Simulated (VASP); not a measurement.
Here is a VASP 6.6.1 calculation.

Contents of INCAR:

```
SYSTEM = CdTe
PREC = Accurate ; ENCUT = 520
EDIFF = 1E-6 ; ISMEAR = 0
SIGMA = 0.01 ; LREAL = .False.
LASPH = .True. ; NELM = 80
ALGO = Normal ; ISIF = 2
LWAVE = .False. ; LCHARG = .False.
GGA = PS ; NBANDS = 16
```

File KPOINTS:

```
regular mesh
0
Gamma
  6 6 6
  0 0 0
```

Contents of POSCAR:

```
CdTe
1.0
    3.2609281642      3.2609281642      0.0000000000
   -3.2609281642      3.2609281642      0.0000000000
    0.0000000000      3.2609281642      3.2247560131
Cd Te
1 1
Direct
    0.0000000000      0.0000000000      0.0000000000
    0.7500000000      0.2500000000      0.5000000000
```

Potentials or basis: VASP PAW PBE potentials, release 64 (Cd, Te).

The run is started by

```bash
$ cat potpaw_PBE.64/Cd/POTCAR potpaw_PBE.64/Te/POTCAR > POTCAR
$ mpirun -np 1 vasp_std > vasp.out
```

Problem. What does it give for the band gap on the k mesh?

Solution. 0.61 eV, direct.

Problem. Predict the pressure.

Solution. 0.0 GPa.

Stress tensor (GPa, compression positive):
```
-0.05  0.00  0.00
 0.00 -0.05  0.00
 0.00  0.00  0.14
```

Caveat: the cell differs from its parent crystal (in-plane strain +0.005, then relaxed in part); the PAW data sets were made with another functional, which shifts forces and pressure a little; spin-orbit coupling is left out, which moves the levels of the heavy elements.
